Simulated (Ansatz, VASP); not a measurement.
# One calculation of Cu, two programs

```
CELL_PARAMETERS angstrom
-1.48346 1.48346 1.30168
1.48346 -1.48346 1.30168
1.48346 1.48346 -1.30168
ATOMIC_POSITIONS crystal
Cu 0.00000 0.00000 0.00000
```

Alike in both runs: task single point; functional LDA; k mesh 26 × 26 × 26; occupations gaussian, width 0.15 eV; no spin polarisation.

|  | VASP | Ansatz |
| --- | --- | --- |
| version | VASP 6.6.1 | Ansatz 0.2.0 |
| potentials or method | VASP PAW LDA potentials, release 64 (Cu_sv_GW), cutoff 820 eV | scalar-relativistic, plane waves, PAW |
| valence electrons in the cell | 19 | 19 |

|  | VASP | Ansatz | Ansatz less VASP |
| --- | --- | --- | --- |
| gap on the k mesh at the Fermi level (eV) | none | none | - |
| pressure (GPa) | -8.0 | -7.4 | +0.60 |
| traceless stress, the component that is largest in VASP (GPa) | 1.15 | 1.11 | -0.042 |

LDA's correlation is that of Perdew and Zunger in VASP and of Perdew and Wang (1992) in Ansatz. A gap of «none» marks a metal or a gap that the smearing closes.
